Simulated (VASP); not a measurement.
A run of VASP 6.6.1:

INCAR

```
SYSTEM = Ta2N
ALGO = Normal
EDIFF = 1E-7
ENCUT = 520
GGA = CA
ISIF = 2
ISMEAR = -1
LASPH = .TRUE.
LCHARG = .TRUE.
LELF = .TRUE.
LREAL = .FALSE.
LVHAR = .TRUE.
LWAVE = .FALSE.
NBANDS = 20
NELM = 60
PREC = Accurate
SIGMA = 0.05
```

The input KPOINTS:

```
k-points
0
G
  10 10 6
  0 0 0
```

POSCAR

```
Ta2N
1.0
    3.1538249076      0.0000000000      0.0000000000
   -1.5769124538      2.7312924890      0.0000000000
    0.0000000000      0.0000000000      4.9339252043
Ta N
2 1
Direct
    0.3333333333      0.6666666667      0.2547110000
    0.6666666667      0.3333333333      0.7452890000
    0.0000000000      0.0000000000      0.0000000000
```

Potentials or basis: VASP PAW LDA potentials, release 64 (Ta_pv, N).

Run with:

```console
$ cat potpaw_LDA.64/Ta_pv/POTCAR potpaw_LDA.64/N/POTCAR > POTCAR
$ mpirun -np 1 vasp_std > vasp.out
```

Hardware: 1 thread of Intel(R) Xeon(R) Platinum 8559C (Emerald Rapids), with other jobs on the host.

Task: Estimate the wall time of this run.

Result: Wall time 31 s on 1 thread of Intel(R) Xeon(R) Platinum 8559C (Emerald Rapids), on a shared host, peak memory 0.17 GiB. Counts: scf iterations 15, k points 72.
